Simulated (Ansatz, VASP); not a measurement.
## Two plane-wave programs on CuCl

```
CELL_PARAMETERS angstrom
1.91786 1.10728 3.13150
-1.91786 1.10728 3.13150
0.00000 -2.21455 3.13150
ATOMIC_POSITIONS crystal
Cu 0.00853 0.00853 0.00853
Cl 0.75847 0.75847 0.75847
```

Alike in both runs: functional PBE; k mesh 12 × 12 × 12; no spin polarisation.

Ansatz relaxed the structure, and its values are those at the end. VASP's run is a single point on that final structure, the one shown.

|  | VASP | Ansatz |
| --- | --- | --- |
| version | VASP 6.6.1 | Ansatz 0.2.0 |
| potentials or method | VASP PAW PBE potentials, release 64 (Cu, Cl), cutoff 600 eV | scalar-relativistic, plane waves, PAW |
| occupations | gaussian, width 0.01 eV | fixed |
| valence electrons in the cell | 18 | 26 |

Ansatz gave:

| Item | Value |
| --- | --- |
| gap on the k mesh at the Fermi level (eV) | 0.53 |
| least direct gap on the mesh (eV) | 0.53 |
| pressure (GPa) | 0.0 |

Question: Which values does VASP return?

Answer: gap on the k mesh at the Fermi level (eV): 0.53; least direct gap on the mesh (eV): 0.53; pressure (GPa): 0.1.

VASP's potentials hold 18 valence electrons a cell and Ansatz's 26, so a difference there can come from the potentials and not from the codes.
